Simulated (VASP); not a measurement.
Input of a VASP 6.6.1 run:

The input INCAR:

```
PREC = Accurate
ENCUT = 450
EDIFF = 1E-7
ISMEAR = 0
SIGMA = 0.1
LREAL = False
LASPH = True
NELM = 120
ALGO = Normal
ISIF = 2
LWAVE = False
LCHARG = False
GGA = PE
IVDW = 12
IBRION = 2
NSW = 60
EDIFFG = -0.008
GGA_COMPAT = False
NELMIN = 4
```

KPOINTS

```
Automatic mesh
0
Gamma
  12 12 8
```

POSCAR

```
Te2Pt
1.0
    4.2154750605      0.0000000000      0.0000000000
   -2.1077375303      3.6507084914      0.0000000000
    0.0000000000      0.0000000000      5.2946013550
Te Pt
2 1
Direct
    0.3333333333      0.6666666667      0.2575506752
    0.6666666667      0.3333333333      0.7424493248
    0.0000000000      0.0000000000      0.0000000000
```

Potentials or basis: VASP PAW PBE potentials, release 64 (Te, Pt).

Run with:

```console
$ cat potpaw_PBE.64/Te/POTCAR potpaw_PBE.64/Pt/POTCAR > POTCAR
$ mpirun -np 1 vasp_std > vasp.out
```

Problem. Predict the energy gained by relaxing.

Solution. 8.0 meV/atom.

Problem. Estimate the band gap on the k mesh.

Solution. Zero (bands 11 and 12 overlap by 1.08 eV).

Problem. Estimate the dispersion energy per atom.

Solution. -0.500 eV.

Stress tensor (GPa, compression positive):
```
-8.01  0.00  0.00
 0.00 -8.01  0.00
 0.00  0.00 -4.03
```

Caveat: the cell differs from its parent crystal (equal strain along all axes, cell held: +4.0 %); spin-orbit coupling is left out, which moves the levels of the heavy elements.
